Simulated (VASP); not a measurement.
# Ru in VASP: a series of runs

The runs below take Ru through single point, with PBE.

Program: VASP 6.6.1. These are calculated values, not measurements. Logs are shortened: lines on timing, memory, paths and dates and some standing lists are left out, and cuts for length are marked.

### Step 1. The cell of the first run

The cell holds a slab with vacuum, 4 atoms: a = 2.721 Å, b = 4.296 Å, c = 19.142 Å, α = 90.00°, β = 90.00°, γ = 90.00°.

### Step 2. Single point, PBE

INCAR

```
SYSTEM = Ru
PREC = Accurate
ENCUT = 520
EDIFF = 1E-7
ISMEAR = -1
SIGMA = 0.1
LREAL = .False.
LASPH = .True.
NELM = 60
ALGO = Normal
ISIF = 2
LWAVE = .False.
LCHARG = .True.
LDIPOL = .True.
IDIPOL = 3
DIPOL = 0.5 0.5 0.500
GGA = PE
LELF = .True.
LVHAR = .True.
LVACPOTAV = .True.
NBANDS = 36
EFIELD = -0.1
```

KPOINTS

```
regular mesh
0
Gamma
  12 8 1
  0 0 0
```

POSCAR

```
Ru
1.0
    2.7211623488      0.0000000000      0.0000000000
    0.0000000000      4.2959980361      0.0000000000
    0.0000000000      0.0000000000     19.1421000000
Ru
4
Direct
    0.0000000000      0.7500000000      0.4256196871
    0.5000000000      0.2500000000      0.4589672250
    0.5000000000      0.7500000000      0.5410327747
    0.0000000000      0.2500000000      0.5743803132
```

Potentials or basis: VASP PAW PBE potentials, release 64 (Ru_pv).

The run is started by

```bash
$ cat potpaw_PBE.64/Ru_pv/POTCAR > POTCAR
$ mpirun -np 1 vasp_std > vasp.out
```

OUTCAR:

```text
SYSTEM = Ru
   PREC = Accurate
   ENCUT = 520
   EDIFF = 1E-7
   ISMEAR = -1
   LREAL = .False.
   LASPH = .True.
   NELM = 60
   ISIF = 2
   GGA = PE

 ion  position               nearest neighbor table
   1  0.000  0.750  0.426-   3 2.59   3 2.59   2 2.62   2 2.62   2 2.62   2 2.62
   2  0.500  0.250  0.459-   4 2.59   4 2.59   1 2.62   1 2.62   1 2.62   1 2.62   3 2.66   3 2.66

   3  0.500  0.750  0.541-   1 2.59   1 2.59   4 2.62   4 2.62   4 2.62   4 2.62   2 2.66   2 2.66

   4  0.000  0.250  0.574-   2 2.59   2 2.59   3 2.62   3 2.62   3 2.62   3 2.62

  LATTYP: Found a simple orthorhombic cell.
 ALAT       =     2.7211623488
 B/A-ratio  =     1.5787363948
 C/A-ratio  =     7.0345306697

  Lattice vectors:

 A1 = (   2.7211623488,   0.0000000000,   0.0000000000)
 A2 = (   0.0000000000,   4.2959980361,   0.0000000000)
 A3 = (   0.0000000000,   0.0000000000,  19.1421000000)

Analysis of symmetry for initial positions (statically):
=====================================================================
 Subroutine PRICEL returns:
 Original cell was already a primitive cell.

 Routine SETGRP: Setting up the symmetry group for a
 simple orthorhombic supercell.

 Subroutine GETGRP returns: Found  8 space group operations
 (whereof  4 operations were pure point group operations)
 out of a pool of  8 trial point group operations.

The static configuration has the point symmetry C_2h.
 The point group associated with its full space group is D_2h.

Analysis of symmetry for dynamics (positions and initial velocities):
=====================================================================
 An external electric field (EFIELD) may reduce the allowed symmetry operations
 Subroutine PRICEL returns:
 Original cell was already a primitive cell.

 Routine SETGRP: Setting up the symmetry group for a
 simple orthorhombic supercell.

 Subroutine GETGRP returns: Found  4 space group operations
 (whereof  2 operations were pure point group operations)
 out of a pool of  8 trial point group operations.

The dynamic configuration has the point symmetry C_1h.
 The point group associated with its full space group is C_2v.

 Subroutine INISYM returns: Found  4 space group operations
 (whereof  2 operations are pure point group operations),
 and found     1 'primitive' translations

----------------------------------------------------------------------------------------

                                     Primitive cell

  volume of cell :     223.7732

  direct lattice vectors                    reciprocal lattice vectors
     2.721162349  0.000000000  0.000000000     0.367490018  0.000000000  0.000000000
     0.000000000  4.295998036  0.000000000     0.000000000  0.232774781  0.000000000
     0.000000000  0.000000000 19.142100000     0.000000000  0.000000000  0.052240872

  length of vectors
     2.721162349  4.295998036 19.142100000     0.367490018  0.232774781  0.052240872

  position of ions in fractional coordinates (direct lattice)
     0.000000000  0.750000000  0.425619687
     0.500000000  0.250000000  0.458967225
     0.500000000  0.750000000  0.541032775
     0.000000000  0.250000000  0.574380313

  ion indices of the primitive-cell ions
   primitive index   ion index
                 1           1
                 2           2
                 3           3
                 4           4

----------------------------------------------------------------------------------------

 KPOINTS: regular mesh

Automatic generation of k-mesh.
 Grid dimensions read from file:
 generate k-points for:   12    8    1

 Generating k-lattice:

  Cartesian coordinates                     Fractional coordinates (reciprocal lattice)
     0.030624168  0.000000000  0.000000000     0.083333333  0.000000000  0.000000000
     0.000000000  0.029096848  0.000000000     0.000000000  0.125000000  0.000000000
     0.000000000  0.000000000  0.052240872     0.000000000  0.000000000  1.000000000

  Length of vectors
     0.030624168  0.029096848  0.052240872

  Shift w.r.t. Gamma in fractional coordinates (k-lattice)
     0.000000000  0.000000000  0.000000000

 Subroutine IBZKPT returns following result:
 ===========================================

 Found     35 irreducible k-points:

 Following reciprocal coordinates:
            Coordinates               Weight
  0.000000  0.000000  0.000000      1.000000
  0.083333  0.000000  0.000000      2.000000
  0.166667  0.000000  0.000000      2.000000
  0.250000  0.000000  0.000000      2.000000
  0.333333  0.000000  0.000000      2.000000
  0.416667  0.000000  0.000000      2.000000
[... 16 lines left out ...]
  0.083333  0.375000  0.000000      4.000000
  0.166667  0.375000  0.000000      4.000000
 [... further k-points ...]
   k-points           NKPTS =     35   k-points in BZ     NKDIM =     35   number of bands    NBANDS=     36
   number of dos      NEDOS =    301   number of ions     NIONS =      4
   total plane-waves  NPLWV =  92160
   dimension x,y,z NGX =    20 NGY =   32 NGZ =  144
   dimension x,y,z NGXF=    40 NGYF=   64 NGZF=  288
   ions per type =               4
   NGX,Y,Z   is equivalent  to a cutoff of  12.22, 12.38, 12.51 a.u.
   NGXF,Y,Z  is equivalent  to a cutoff of  24.44, 24.77, 25.01 a.u.
 SYSTEM =  Ru
   PREC   = accura    normal or accurate (medium, high low for compatibility)
   ISTART =      0    job   : 0-new  1-cont  2-samecut
   ICHARG =      2    charge: 1-file 2-atom 10-const
   ISPIN  =      1    spin polarized calculation?
   LNONCOLLINEAR =      F non collinear calculations
   LSORBIT =      F    spin-orbit coupling
   LASPH  =      T    aspherical Exc in radial PAW
   ENCUT  =  520.0 eV  38.22 Ry    6.18 a.u.   5.06  7.99 35.59*2*pi/ulx,y,z
   NELM   =     60;   NELMIN=  2; NELMDL= -5     # of ELM steps
   EDIFF  = 0.1E-06   stopping-criterion for ELM
   LREAL  =      F    real-space projection
   EDIFFG = 0.1E-05   stopping-criterion for IOM
   NSW    =      0    number of steps for IOM
   IBRION =     -1    ionic relax: 0-MD 1-quasi-New 2-CG
   NFREE  =      0    steps in history (QN), initial steepest desc. (CG)
   ISIF   =      2    stress and relaxation
   ISYM   =      2    0-nonsym 1-usesym 2-fastsym
   POTIM  = 0.5000    time-step for ionic-motion
   TEBEG  =    0.0;   TEEND  =   0.0 temperature during run
   PSTRESS=    0.0 pullay stress
   NELECT =      56.0000    total number of electrons
   NUPDOWN=      -1.0000    fix difference up-down
   EMIN   =  10.00;   EMAX   =-10.00  energy-range for DOS
   EFERMI =   0.00;   METHOD = LEGACY
   ISMEAR =    -1;   SIGMA  =   0.10  broadening in eV -4-tet -1-fermi 0-gaus
   EFERMI_NEDOS =   21; number of points for ismear=-14 and -15
   IALGO  =     38    algorithm
   IMIX   =      4    mixing-type and parameters
     AMIX     =   0.40;   BMIX     =  1.00
     AMIX_MAG =   1.60;   BMIX_MAG =  1.00
  volume/ion in A,a.u.               =      55.94       377.52
  Fermi-wavevector in a.u.,A,eV,Ry     =   1.031656  1.949547 14.480866  1.064314
  Thomas-Fermi vector in A             =   2.165815
   LORBIT       =      0    0 simple, 1 ext, 2 COOP (PROOUT), +10 PAW based schemes
   GGA     = PE    functional components
   LHFCALC =     F    Hartree Fock is set to
   AEXX    =    0.0000 exact exchange contribution
   IVDW    =     0    specifies the selected vdW correction
   LEPSILON=     F    determine dielectric tensor
   LRPA    =     F    only Hartree local field effects (RPA)
 non-spin polarized calculation
  energy-cutoff  :      520.00
  volume of cell :      223.77
 maximum number of plane-waves:      6094
   NGX = 11   NGY = 15   NGZ = 71

 dipolmoment           0.000000      0.000000      0.285638 electrons x Angstroem

 number of electron      56.0000022 magnetization

 dipolmoment           0.000000      0.000000     -0.039466 electrons x Angstroem

 Free energy of the ion-electron system (eV)
  ---------------------------------------------------
  ext. energy  EPLUGINS =         0.00000000
  ---------------------------------------------------
  free energy    TOTEN  =       -32.93258855 eV

  energy without entropy =      -32.73640291  energy(sigma->0) =      -32.83449573

 E-fermi :  -0.5416     XC(G=0):  -4.4599

 val. band max:       -0.5640304885   @ k =   0.4167   0.2500   0.0000
 cond. band min:      -0.5402377074   @ k =   0.0833   0.3750   0.0000
 fundamental gap:      0.0237927811
 Fermi energy:        -0.5415650570

 k-point     1 :       0.0000    0.0000    0.0000
  band No.  band energies     occupation
      1     -43.9970      2.00000
      2     -43.7433      2.00000
      3     -43.6641      2.00000
      4     -43.5630      2.00000
      5     -43.3790      2.00000
      6     -43.2308      2.00000
[... 28 lines left out ...]
     35       1.5508      0.00000
     36       2.7119      0.00000

 k-point     2 :       0.0833    0.0000    0.0000
  band No.  band energies     occupation
      1     -43.9804      2.00000
      2     -43.7349      2.00000
      3     -43.6485      2.00000
      4     -43.5614      2.00000
      5     -43.4158      2.00000
      6     -43.2613      2.00000
[... 28 lines left out ...]
     35       1.6774      0.00000
     36       3.6939      0.00000

 k-point     3 :       0.1667    0.0000    0.0000
  band No.  band energies     occupation
      1     -43.9330      2.00000
      2     -43.7140      2.00000
      3     -43.6034      2.00000
      4     -43.5635      2.00000
      5     -43.5067      2.00000
      6     -43.3439      2.00000
[... 28 lines left out ...]
     35       2.5687      0.00000
     36       4.4822      0.00000

 k-point     4 :       0.2500    0.0000    0.0000
  band No.  band energies     occupation
      1     -43.8620      2.00000
      2     -43.7056      2.00000
      3     -43.6003      2.00000
      4     -43.5890      2.00000
      5     -43.5338      2.00000
      6     -43.4562      2.00000
[... 28 lines left out ...]
     35       3.5461      0.00000
     36       5.1806      0.00000

 k-point     5 :       0.3333    0.0000    0.0000
  band No.  band energies     occupation
      1     -43.7808      2.00000
      2     -43.7724      2.00000
      3     -43.6439      2.00000
      4     -43.6140      2.00000
      5     -43.5710      2.00000
      6     -43.4483      2.00000
[... 655 lines left out ...]
 k-point    22 :       0.0000    0.3750    0.0000
  band No.  band energies     occupation
      1     -43.8430      2.00000
      2     -43.8288      2.00000
      3     -43.5579      2.00000
      4     -43.3680      2.00000
      5     -43.3055      2.00000
      6     -43.2388      2.00000
[... 28 lines left out ...]
     35       0.8829      0.00000
     36       2.0505      0.00000

 k-point    23 :       0.0833    0.3750    0.0000
  band No.  band energies     occupation
      1     -43.8358      2.00000
      2     -43.8292      2.00000
      3     -43.5497      2.00000
      4     -43.3994      2.00000
      5     -43.3411      2.00000
      6     -43.2957      2.00000
[... 28 lines left out ...]
     35       1.1649      0.00000
     36       2.6904      0.00000

 k-point    24 :       0.1667    0.3750    0.0000
  band No.  band energies     occupation
      1     -43.8346      2.00000
      2     -43.8193      2.00000
      3     -43.5366      2.00000
      4     -43.5168      2.00000
      5     -43.4059      2.00000
      6     -43.3581      2.00000
[... 28 lines left out ...]
     35       2.0040      0.00000
     36       3.4676      0.00000

 [... further k-points ...]

------------------------ aborting loop because EDIFF is reached ----------------------------------------

  FORCE on cell =-STRESS in cart. coord.  units (eV):
  Direction    XX          YY          ZZ          XY          YZ          ZX
  --------------------------------------------------------------------------------------
  -------------------------------------------------------------------------------------
  Total       -3.9697998     -1.0993748      0.0071101      0.0000000      0.0000000      0.0000000
  in kB      -28.4230765     -7.8713324      0.0509067      0.0000000      0.0000000      0.0000000
  external PRESSURE =     -12.0811674 kB  Pullay stress =       0.0000000 kB

 VOLUME and BASIS-vectors are now :
 -----------------------------------------------------------------------------
  energy-cutoff  :      520.00
  volume of cell :      223.77
      direct lattice vectors                 reciprocal lattice vectors
     2.721162349  0.000000000  0.000000000     0.367490018  0.000000000  0.000000000
     0.000000000  4.295998036  0.000000000     0.000000000  0.232774781  0.000000000
     0.000000000  0.000000000 19.142100000     0.000000000  0.000000000  0.052240872

 POSITION                                       TOTAL-FORCE (eV/Angst)
 -----------------------------------------------------------------------------------
      0.00000      3.22200      8.14725         0.000000      0.000000     -0.011077
      1.36058      1.07400      8.78560         0.000000      0.000000     -0.013401
      1.36058      3.22200     10.35650         0.000000      0.000000      0.007792
      0.00000      1.07400     10.99485         0.000000      0.000000      0.016686
 -----------------------------------------------------------------------------------
    total drift:                               -0.000000      0.000000     -0.000018

  FREE ENERGIE OF THE ION-ELECTRON SYSTEM (eV)
  ---------------------------------------------------
  free  energy   TOTEN  =       -32.9325885469 eV

  energy  without entropy=      -32.7364029113  energy(sigma->0) =      -32.83449573

 vacuum level on the upper side and lower side of the slab         4.858         3.827
```

Run time: 7.1 min. Hardware: 1 thread of AMD EPYC 9R14 (Zen 4), shared host; peak memory 0.37 GiB.

Results:

```
Free energy            : -32.9326 eV
Largest force          : 0.017 eV/Å
Band gap on the k mesh : zero (bands 28 and 29 overlap by 1.08 eV)
```

Forces in eV/Å, atoms in the order of the input:
```
Ru   0.000  0.000 -0.011
Ru   0.000  0.000 -0.013
Ru   0.000  0.000  0.008
Ru   0.000  0.000  0.017
```

### Step 3. Single point, PBE

INCAR

```
ALGO = Normal
EDIFF = 1E-6
ENCUT = 520
GGA = PE
ISIF = 2
ISMEAR = -1
LASPH = T
LCHARG = T
LELF = T
LREAL = F
LVHAR = T
LWAVE = F
NBANDS = 36
NELM = 80
PREC = Accurate
SIGMA = 0.1
```

KPOINTS

```
k-points
0
Gamma
  12 8 1
```

POSCAR is that of step 2.

Potentials or basis: VASP PAW PBE potentials, release 64 (Ru_pv).

The run is started by

```bash
$ cat potpaw_PBE.64/Ru_pv/POTCAR > POTCAR
$ mpirun -np 1 vasp_std > vasp.out
```

Run time: 5.6 min. Hardware: 1 thread of AMD EPYC 9R14 (Zen 4), shared host; peak memory 0.37 GiB.

It converged, with:

```yaml
Free_energy: -32.9306 eV
Largest_force: 0.014 eV/Å
Band_gap_on_the_k_mesh: zero (bands 28 and 29 overlap by 1.08 eV)
```

Forces on the atoms (eV/Å):
```
Ru   0.000  0.000 -0.014
Ru   0.000  0.000 -0.011
Ru   0.000  0.000  0.011
Ru   0.000  0.000  0.014
```

Levels at points of the mesh, in eV from the Fermi level:
```
           k point  band 24  band 25  band 26  band 27  band 28  band 29  band 30  band 31  band 32  band 33
(0.00, 0.00, 0.00)    -1.58    -1.25    -1.17    -1.12    -0.91    -0.56    -0.50     0.97     1.19     1.62
(0.50, 0.00, 0.00)    -1.47    -0.64    -0.36    -0.24     0.16     0.78     1.16     1.20     1.88     4.09
(0.00, 0.50, 0.00)    -1.76    -0.83    -0.83    -0.80    -0.80     0.25     0.25     0.37     0.37     1.33
(0.50, 0.50, 0.00)    -0.93    -0.16    -0.16     0.13     0.13     1.40     1.40     1.61     1.61     3.69
```
